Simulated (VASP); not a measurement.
MnS:

```
Mn S
1.0
     0.00000    2.60450    2.60450
     2.60450    0.00000    2.60450
     2.60450    2.60450    0.00000
Mn S
1 1
Cartesian
  0.0000 0.0000 0.0000
  2.6045 2.6045 2.6045
```

| Item | Value |
| --- | --- |
| Program | VASP 6.6.1 |
| Task | relaxation of cell and atoms |
| Functional | LDA |
| Potentials or basis | VASP PAW LDA potentials, release 64 (Mn_pv, S) |
| Cutoff | 600 eV |
| k mesh | 9 × 9 × 9 |
| Occupations | fermi-dirac, width 0.05 eV |
| Spin | collinear spin, ferromagnetic start |
| Starting moments | [4.0, 0.0] μB |
| Hubbard terms | Mn d U = 2.0 eV |

At the start: pressure -6.1 GPa; volume 17.67 Å³/atom.

**Question.** Where does the relaxation end?

**Answer.** Over 3 steps the energy falls by 31.6 meV/atom and the volume is 16.09 Å³/atom (-9.0 %); space group Fm-3m (No. 225, to 0.05 Å); moment 4.73 μB per cell.

Step by step:
| step | energy change (eV) | largest force (eV/Å) | pressure (GPa) | volume (Å³) |
| --- | --- | --- | --- | --- |
| 1 | 0.0000 | 0.0000 | -6.09 | 35.33 |
| 2 | -0.0630 | 0.0000 | 0.37 | 32.01 |
| 3 | -0.0631 | 0.0000 | 0.01 | 32.17 |

Final structure:
```
CELL_PARAMETERS angstrom
0.00000 2.52432 2.52432
2.52432 0.00000 2.52432
2.52432 2.52432 0.00000
ATOMIC_POSITIONS crystal
Mn 0.00000 0.00000 0.00000
S 0.50000 0.50000 0.50000
```

Caveat: a cell with one magnetic atom can't hold antiferromagnetic order, which such compounds often take.
